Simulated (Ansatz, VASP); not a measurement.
**CaO: VASP beside Ansatz**

```xyz
2
Lattice="0.0000 2.3537 2.3537 2.3537 0.0000 2.3537 2.3537 2.3537 0.0000" Properties=species:S:1:pos:R:3 pbc="T T T"
Ca    0.0000    0.0000    0.0000
O     2.3537    2.3537    2.3537
```

Alike in both runs: functional LDA; k mesh 8 × 8 × 8; occupations gaussian, width 0.02 eV; no spin polarisation.

Ansatz relaxed the structure, and its values are those at the end. VASP's run is a single point on that final structure, the one shown.

|  | VASP | Ansatz |
| --- | --- | --- |
| version | VASP 6.6.1 | Ansatz 0.2.0 |
| potentials or method | VASP PAW LDA potentials, release 64 (Ca_sv, O), cutoff 520 eV | scalar-relativistic, plane waves, PAW |
| valence electrons in the cell | 16 | 16 |

```tsv
	VASP	Ansatz	Ansatz less VASP
gap on the k mesh at the Fermi level (eV)	3.42	3.45	+0.030
least direct gap on the mesh (eV)	3.78	3.81	+0.031
pressure (GPa)	1.0	0.0	-1.04
```

Ansatz warns that its potentials were made for another functional, while VASP's fit it. LDA's correlation is that of Perdew and Zunger in VASP and of Perdew and Wang (1992) in Ansatz.
